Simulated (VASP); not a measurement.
# CsO7 (Fm-3m) in VASP: a series of runs, part 2 of 2

VASP 6.6.1. Earlier steps stand in the parts before.

## Step 5: Relaxation of cell and atoms, PBE

This run uses another cell than the first one, of 14.74 Å³/atom.

File INCAR:

```
SYSTEM = CsO7
PREC = Accurate ; ENCUT = 600
EDIFF = 1E-6 ; ISMEAR = 0
SIGMA = 0.1 ; LREAL = .FALSE.
LASPH = .TRUE. ; NELM = 100
ALGO = Normal ; ISIF = 3
LWAVE = .FALSE. ; LCHARG = .FALSE.
GGA = PE ; IBRION = 2
NSW = 90 ; EDIFFG = -0.04
```

File KPOINTS:

```
Automatic mesh
0
G
  4 4 4
  0 0 0
```

File POSCAR:

```
CsO7
1.0
    0.0000000000      3.8918070500      3.8918070500
    3.8918070500      0.0000000000      3.8918070500
    3.8918070500      3.8918070500      0.0000000000
Cs O
1 7
Direct
    0.0000000000      0.0000000000      0.0000000000
    0.5000000000      0.5000000000      0.5000000000
    0.0000000000      0.0000000000      0.5000000000
    0.5000000000      0.0000000000      0.5000000000
    0.0000000000      0.5000000000      0.5000000000
    0.5000000000      0.5000000000      0.0000000000
    0.0000000000      0.5000000000      0.0000000000
    0.5000000000      0.0000000000      0.0000000000
```

Potentials or basis: VASP PAW PBE potentials, release 64 (Cs_sv, O).

The run is started by

```bash
cat potpaw_PBE.64/Cs_sv/POTCAR potpaw_PBE.64/O/POTCAR > POTCAR
mpirun -np 1 vasp_std > vasp.out
```

OUTCAR:

```text
SYSTEM = CsO7
   PREC = Accurate
   ENCUT = 600
   EDIFF = 1E-6
   ISMEAR = 0
   LREAL = .FALSE.
   LASPH = .TRUE.
   NELM = 100
   ISIF = 3
   GGA = PE
   IBRION = 2
   NSW = 90
   EDIFFG = -0.04

 ion  position               nearest neighbor table
   1  0.000  0.000  0.000-
   2  0.500  0.500  0.500-
   3  0.000  0.000  0.500-
   4  0.500  0.000  0.500-
   5  0.000  0.500  0.500-
   6  0.500  0.500  0.000-
   7  0.000  0.500  0.000-
   8  0.500  0.000  0.000-

  LATTYP: Found a face centered cubic cell.
 ALAT       =     7.7836141000

  Lattice vectors:

 A1 = (   0.0000000000,   3.8918070500,   3.8918070500)
 A2 = (   3.8918070500,   0.0000000000,   3.8918070500)
 A3 = (   3.8918070500,   3.8918070500,   0.0000000000)

Analysis of symmetry for initial positions (statically):
=====================================================================
 Subroutine PRICEL returns:
 Original cell was already a primitive cell.

 Routine SETGRP: Setting up the symmetry group for a
 face centered cubic supercell.

 Subroutine GETGRP returns: Found 48 space group operations
 (whereof 48 operations were pure point group operations)
 out of a pool of 48 trial point group operations.

The static configuration has the point symmetry O_h .

Analysis of symmetry for dynamics (positions and initial velocities):
=====================================================================
 Subroutine PRICEL returns:
 Original cell was already a primitive cell.

 Routine SETGRP: Setting up the symmetry group for a
 face centered cubic supercell.

 Subroutine GETGRP returns: Found 48 space group operations
 (whereof 48 operations were pure point group operations)
 out of a pool of 48 trial point group operations.

The dynamic configuration has the point symmetry O_h .

 Subroutine INISYM returns: Found 48 space group operations
 (whereof 48 operations are pure point group operations),
 and found     1 'primitive' translations

----------------------------------------------------------------------------------------

                                     Primitive cell

  volume of cell :     117.8919

  direct lattice vectors                    reciprocal lattice vectors
     0.000000000  3.891807050  3.891807050    -0.128475023  0.128475023  0.128475023
     3.891807050  0.000000000  3.891807050     0.128475023 -0.128475023  0.128475023
     3.891807050  3.891807050  0.000000000     0.128475023  0.128475023 -0.128475023

  length of vectors
     5.503846312  5.503846312  5.503846312     0.222525267  0.222525267  0.222525267

  position of ions in fractional coordinates (direct lattice)
     0.000000000  0.000000000  0.000000000
     0.500000000  0.500000000  0.500000000
     0.000000000  0.000000000  0.500000000
     0.500000000  0.000000000  0.500000000
     0.000000000  0.500000000  0.500000000
     0.500000000  0.500000000  0.000000000
     0.000000000  0.500000000  0.000000000
     0.500000000  0.000000000  0.000000000

  ion indices of the primitive-cell ions
   primitive index   ion index
                 1           1
                 2           2
                 3           3
                 4           4
                 5           5
                 6           6
                 7           7
                 8           8

----------------------------------------------------------------------------------------

 KPOINTS: Automatic mesh

Automatic generation of k-mesh.
 Grid dimensions read from file:
 generate k-points for:    4    4    4

 Generating k-lattice:

  Cartesian coordinates                     Fractional coordinates (reciprocal lattice)
    -0.032118756  0.032118756  0.032118756     0.250000000  0.000000000  0.000000000
     0.032118756 -0.032118756  0.032118756     0.000000000  0.250000000  0.000000000
     0.032118756  0.032118756 -0.032118756     0.000000000  0.000000000  0.250000000

  Length of vectors
     0.055631317  0.055631317  0.055631317

  Shift w.r.t. Gamma in fractional coordinates (k-lattice)
     0.000000000  0.000000000  0.000000000

 Subroutine IBZKPT returns following result:
 ===========================================

 Found      8 irreducible k-points:

 Following reciprocal coordinates:
            Coordinates               Weight
  0.000000  0.000000  0.000000      1.000000
  0.250000  0.000000  0.000000      8.000000
  0.500000  0.000000  0.000000      4.000000
  0.250000  0.250000  0.000000      6.000000
  0.500000  0.250000  0.000000     24.000000
 -0.250000  0.250000  0.000000     12.000000
  0.500000  0.500000  0.000000      3.000000
 -0.250000  0.500000  0.250000      6.000000
   k-points           NKPTS =      8   k-points in BZ     NKDIM =      8   number of bands    NBANDS=     30
   number of dos      NEDOS =    301   number of ions     NIONS =      8
   total plane-waves  NPLWV = 110592
   dimension x,y,z NGX =    48 NGY =   48 NGZ =   48
   dimension x,y,z NGXF=    96 NGYF=   96 NGZF=   96
   ions per type =               1   7
   NGX,Y,Z   is equivalent  to a cutoff of  14.50, 14.50, 14.50 a.u.
   NGXF,Y,Z  is equivalent  to a cutoff of  29.00, 29.00, 29.00 a.u.
 SYSTEM =  CsO7
   PREC   = accura    normal or accurate (medium, high low for compatibility)
   ISTART =      0    job   : 0-new  1-cont  2-samecut
   ICHARG =      2    charge: 1-file 2-atom 10-const
   ISPIN  =      1    spin polarized calculation?
   LNONCOLLINEAR =      F non collinear calculations
   LSORBIT =      F    spin-orbit coupling
   LASPH  =      T    aspherical Exc in radial PAW
   ENCUT  =  600.0 eV  44.10 Ry    6.64 a.u.  10.99 10.99 10.99*2*pi/ulx,y,z
   NELM   =    100;   NELMIN=  2; NELMDL= -5     # of ELM steps
   EDIFF  = 0.1E-05   stopping-criterion for ELM
   LREAL  =      F    real-space projection
   EDIFFG = -.4E-01   stopping-criterion for IOM
   NSW    =     90    number of steps for IOM
   IBRION =      2    ionic relax: 0-MD 1-quasi-New 2-CG
   NFREE  =      1    steps in history (QN), initial steepest desc. (CG)
   ISIF   =      3    stress and relaxation
   ISYM   =      2    0-nonsym 1-usesym 2-fastsym
   POTIM  = 0.5000    time-step for ionic-motion
   TEBEG  =    0.0;   TEEND  =   0.0 temperature during run
   PSTRESS=    0.0 pullay stress
   NELECT =      51.0000    total number of electrons
   NUPDOWN=      -1.0000    fix difference up-down
   EMIN   =  10.00;   EMAX   =-10.00  energy-range for DOS
   EFERMI =   0.00;   METHOD = LEGACY
   ISMEAR =     0;   SIGMA  =   0.10  broadening in eV -4-tet -1-fermi 0-gaus
   EFERMI_NEDOS =   21; number of points for ismear=-14 and -15
   IALGO  =     38    algorithm
   IMIX   =      4    mixing-type and parameters
     AMIX     =   0.40;   BMIX     =  1.00
     AMIX_MAG =   1.60;   BMIX_MAG =  1.00
  volume/ion in A,a.u.               =      14.74        99.45
  Fermi-wavevector in a.u.,A,eV,Ry     =   1.238141  2.339748 20.857652  1.532994
  Thomas-Fermi vector in A             =   2.372679
   LORBIT       =      0    0 simple, 1 ext, 2 COOP (PROOUT), +10 PAW based schemes
   GGA     = PE    functional components
   LHFCALC =     F    Hartree Fock is set to
   AEXX    =    0.0000 exact exchange contribution
   IVDW    =     0    specifies the selected vdW correction
   LEPSILON=     F    determine dielectric tensor
   LRPA    =     F    only Hartree local field effects (RPA)
 conjugate gradient relaxation of ions
 non-spin polarized calculation
 Gauss-broadening in eV      SIGMA  =   0.10
  energy-cutoff  :      600.00
  volume of cell :      117.89
 maximum number of plane-waves:      3972
 NGX is ok and might be reduce to    48
   NGX = 21   NGY = 21   NGZ = 21

--------------------------------------- Ionic step        1  -------------------------------------------

 number of electron      51.0000002 magnetization

 Free energy of the ion-electron system (eV)
  ---------------------------------------------------
  ext. energy  EPLUGINS =         0.00000000
  ---------------------------------------------------
  free energy    TOTEN  =       -16.95607216 eV

  energy without entropy =      -16.84093566  energy(sigma->0) =      -16.89850391

 E-fermi :  -1.7337     XC(G=0):  -9.6696

 val. band max:       -1.7341725380   @ k =   0.5000   0.0000   0.0000
 cond. band min:      -1.7069915912   @ k =   0.5000   0.5000   0.0000
 fundamental gap:      0.0271809467
 Fermi energy:        -1.7337433114

 k-point     1 :       0.0000    0.0000    0.0000
  band No.  band energies     occupation
      1     -20.2816      2.00000
      2     -17.9306      2.00000
      3     -17.4995      2.00000
      4     -17.4995      2.00000
      5     -17.4995      2.00000
      6     -17.0945      2.00000
[... 689 lines left out ...]
  energy  without entropy=      -18.1378865209  energy(sigma->0) =      -18.17339106

--------------------------------------- Ionic step        5  -------------------------------------------

 number of electron      50.9999998 magnetization

 Free energy of the ion-electron system (eV)
  ---------------------------------------------------
  ext. energy  EPLUGINS =         0.00000000
  ---------------------------------------------------
  free energy    TOTEN  =       -18.21225308 eV

  energy without entropy =      -18.13893653  energy(sigma->0) =      -18.17559480

 E-fermi :   1.0587     XC(G=0): -11.2544

 val. band max:        1.0162916861   @ k =  -0.2500   0.2500   0.0000
 cond. band min:       1.0668523899   @ k =   0.5000   0.0000   0.0000
 fundamental gap:      0.0505607038
 Fermi energy:         1.0586756704

 k-point     1 :       0.0000    0.0000    0.0000
  band No.  band energies     occupation
      1     -19.7219      2.00000
      2     -15.8251      2.00000
      3     -15.4305      2.00000
      4     -15.4305      2.00000
      5     -15.4305      2.00000
      6     -14.6201      2.00000
[... 288 lines left out ...]
  FREE ENERGIE OF THE ION-ELECTRON SYSTEM (eV)
  ---------------------------------------------------
  free  energy   TOTEN  =       -18.2122530785 eV

  energy  without entropy=      -18.1389365300  energy(sigma->0) =      -18.17559480

 reached required accuracy - stopping structural energy minimisation
```

It took 3.6 min on 1 thread of Intel Xeon Platinum 8488C (Sapphire Rapids), shared host; peak memory 0.36 GiB.

Results:

| Property | Result |
| --- | --- |
| Free energy | -18.2123 eV |
| Relaxed volume | 10.93 Å³/atom |
| Relaxed cell | a = 4.982 Å, b = 4.982 Å, c = 4.982 Å, α = 60.00°, β = 60.00°, γ = 60.00° |
| Space group after relaxing (to 0.1 Å) | Fm-3m (No. 225) |
| Energy gained by relaxing | 157.0 meV/atom |
| Ionic steps | 5 |
| Pressure after relaxing | -0.1 GPa |
| Band gap on the k mesh | zero (an odd number of electrons rules out a gap without spin polarisation) |

Step by step:
```
step  energy change (eV)  largest force (eV/Å)  pressure (GPa)  volume (Å³)
   1              0.0000                0.0000           -9.43       117.89
   2             -0.7801                0.0000           -7.75       103.71
   3             -1.2361                0.0000           -2.15        90.26
   4             -1.2528                0.0000            0.97        86.24
   5             -1.2562                0.0000           -0.07        87.44
```

Final structure:
```
Cs O
1.0
     0.00000    3.52285    3.52285
     3.52285    0.00000    3.52285
     3.52285    3.52285    0.00000
Cs O
1 7
Direct
  0.00000 0.00000 0.00000
  0.50000 0.50000 0.50000
  0.00000 0.00000 0.50000
  0.50000 0.00000 0.50000
  0.00000 0.50000 0.50000
  0.50000 0.50000 0.00000
  0.00000 0.50000 0.00000
  0.50000 0.00000 0.00000
```

Caveat: the volume moved by over 15 % at a fixed basis, so the end points are rough; spin-orbit coupling is left out, which moves the levels of the heavy elements; an odd number of electrons without spin polarisation forces a metal; a magnetic or distorted state may lie lower.

## Step 6: Single point, PBE

This run uses another cell than the first one, of 14.74 Å³/atom.

File INCAR:

```
PREC = Accurate
ENCUT = 520
EDIFF = 1E-6
ISMEAR = 0
SIGMA = 0.1
LREAL = False
LASPH = True
NELM = 100
ALGO = Normal
ISIF = 2
LWAVE = False
LCHARG = False
GGA = PE
NBANDS = 36
```

File KPOINTS:

```
Automatic mesh
0
Gamma
  4 4 4
```

POSCAR is that of step 5.

Potentials or basis: VASP PAW PBE potentials, release 64 (Cs_sv, O).

The run is started by

```bash
cat potpaw_PBE.64/Cs_sv/POTCAR potpaw_PBE.64/O/POTCAR > POTCAR
mpirun -np 1 vasp_std > vasp.out
```

Wall time 58 s (1 thread of Intel Xeon Platinum 8488C (Sapphire Rapids), shared host); peak memory 0.24 GiB.

It converged, with:

| Quantity | Value |
| --- | --- |
| Free energy | -16.9563 eV |
| Pressure | -9.4 GPa |
| Band gap on the k mesh | zero (an odd number of electrons rules out a gap without spin polarisation) |

Levels at points of the mesh, in eV from the Fermi level:
| k point | band 23 | band 24 | band 25 | band 26 | band 27 | band 28 |
| --- | --- | --- | --- | --- | --- | --- |
| (0.00, 0.00, 0.00) | 0.28 | 0.28 | 0.41 | 0.41 | 0.42 | 0.42 |
| (0.50, 0.00, 0.00) | -0.31 | -0.12 | -0.12 | -0.04 | -0.04 | 0.00 |
| (0.50, 0.50, 0.00) | -0.71 | -0.61 | 0.03 | 0.03 | 0.11 | 0.11 |

Caveat: the cell stands under tension; spin-orbit coupling is left out, which moves the levels of the heavy elements; an odd number of electrons without spin polarisation forces a metal; a magnetic or distorted state may lie lower.

## Step 7: Summary

| task | cell | k mesh | cutoff (eV) | gap on the mesh (eV) | pressure (GPa) | relaxed volume (Å³/atom) |
| --- | --- | --- | --- | --- | --- | --- |
| single point | a = 4.958 Å, angles 60.0°, 8 atoms | 10 × 10 × 10 | 520 | none | 1.6 | - |
| relaxation of cell and atoms | relaxed from a = 4.948 Å, angles 60.0°, 8 atoms | 10 × 10 × 10 | 600 | none | 0.0 | 10.98 |
| single point | a = 4.948 Å, angles 60.0°, 8 atoms | 4 × 4 × 4 | 520 | none | 1.7 | - |
| relaxation of cell and atoms | relaxed from a = 5.504 Å, angles 60.0°, 8 atoms | 4 × 4 × 4 | 600 | none | -0.1 | 10.93 |
| single point | a = 5.504 Å, angles 60.0°, 8 atoms | 4 × 4 × 4 | 520 | none | -9.4 | - |

Alike in all rows: level PBE; potentials or basis VASP PAW PBE potentials, release 64 (Cs_sv, O); no spin polarisation; smearing gaussian 0.1 eV.

Caveats: some runs use coarse meshes; spin-orbit coupling is left out, which moves the levels of the heavy elements; an odd number of electrons without spin polarisation forces a metal; a magnetic or distorted state may lie lower; the volume moved by over 15 % at a fixed basis, so the end points are rough (at least some runs); the cell stands under tension (at least some runs).

Total energies depend on the potentials used, so only differences within one code and one set of settings carry meaning.

The gap in the log of VASP goes by the Fermi energy; the results here count the filled bands.